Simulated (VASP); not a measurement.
Wanted: the native input for a VASP 6.6.1 run.

```
Task                   : relaxation of cell and atoms
Functional             : PBE
Potentials or basis    : VASP PAW PBE potentials, release 64 (Si)
Cutoff                 : 500 eV
k mesh                 : 15 × 15 × 15
Occupations            : methfessel-paxton, width 0.05 eV
Spin                   : no spin polarisation
Dipole correction      : no
Further INCAR settings : ALGO = Normal; EDIFF = 1e-07; IBRION = 2; EDIFFG = -0.02; NSW = 60; ISIF = 3
```

The structure of Si lies in POSCAR:

```
Si
1.0
    0.0000000000      2.7150000000      2.7150000000
    2.7150000000      0.0000000000      2.7150000000
    2.7150000000      2.7150000000      0.0000000000
Si
2
Direct
    1.0000000000      1.0000000000      1.0000000000
    0.2500000000      0.2500000000      0.2500000000
```

The input as run:

INCAR

```
SYSTEM = Si
PREC = Accurate
ENCUT = 500
EDIFF = 1E-7
ISMEAR = 1
SIGMA = 0.05
LREAL = .False.
LASPH = .True.
NELM = 120
ALGO = Normal
ISIF = 3
LWAVE = .False.
LCHARG = .False.
GGA = PE
IBRION = 2
NSW = 60
EDIFFG = -0.02
GGA_COMPAT = .False.
NELMIN = 4
```

KPOINTS

```
Automatic mesh
0
Gamma
  15 15 15
  0 0 0
```

Potentials or basis: VASP PAW PBE potentials, release 64 (Si).

The run is started by

```console
$ cat potpaw_PBE.64/Si/POTCAR > POTCAR
$ mpirun -np 1 vasp_std > vasp.out
```

Results of the run:

```
Relaxed volume                        : 20.44 Å³/atom
Relaxed cell                          : a = 3.867 Å, b = 3.867 Å, c = 3.867 Å, α = 60.00°, β = 60.00°, γ = 60.00°
Space group after relaxing (to 0.1 Å) : Fd-3m (No. 227)
Energy gained by relaxing             : 2.6 meV/atom
Ionic steps                           : 3
Pressure after relaxing               : 0.0 GPa
Band gap on the k mesh                : 0.62 eV (least direct gap 2.56 eV)
```

Caveat: an odd mesh through Γ misses points on the zone boundary, where band edges can lie.

It took 27 s on 1 thread of Intel(R) Xeon(R) 6975P-C (Granite Rapids), with other jobs on the host, peak memory 0.16 GiB.
